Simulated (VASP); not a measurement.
A run of VASP 6.6.1:

File INCAR:

```
PREC     = Accurate       # precision mode
ENCUT    = 520            # plane-wave cutoff, eV
EDIFF    = 1E-7           # SCF threshold, eV
ISMEAR   = -1             # smearing method
SIGMA    = 0.1            # smearing width, eV
LREAL    = False          # projectors in reciprocal space
LASPH    = True           # aspherical terms in the spheres
NELM     = 60             # most SCF steps
ALGO     = Normal         # electronic algorithm
ISIF     = 2              # what is computed and relaxed
LWAVE    = False          # write WAVECAR
LCHARG   = False          # write CHGCAR
GGA      = PE             # functional
NBANDS   = 8              # bands
```

Contents of KPOINTS:

```
regular mesh
0
Gamma
  22 22 22
```

File POSCAR:

```
Al
1.0
    0.0000000000      2.0199631022      2.0199631022
    2.0199631022      0.0000000000      2.0199631022
    2.0199631022      2.0199631022      0.0000000000
Al
1
Direct
    0.0000000000      0.0000000000      0.0000000000
```

Potentials or basis: VASP PAW PBE potentials, release 64 (Al).

Command:

```console
$ cat potpaw_PBE.64/Al/POTCAR > POTCAR
$ mpirun -np 1 vasp_std > vasp.out
```

Hardware: 1 thread of AMD EPYC 7R13 (shared host).

Task: Estimate the wall time of this run.

Result: It took 75 s on 1 thread of AMD EPYC 7R13 (shared host), peak memory 0.13 GiB. Counts: scf iterations 11, k points 328.
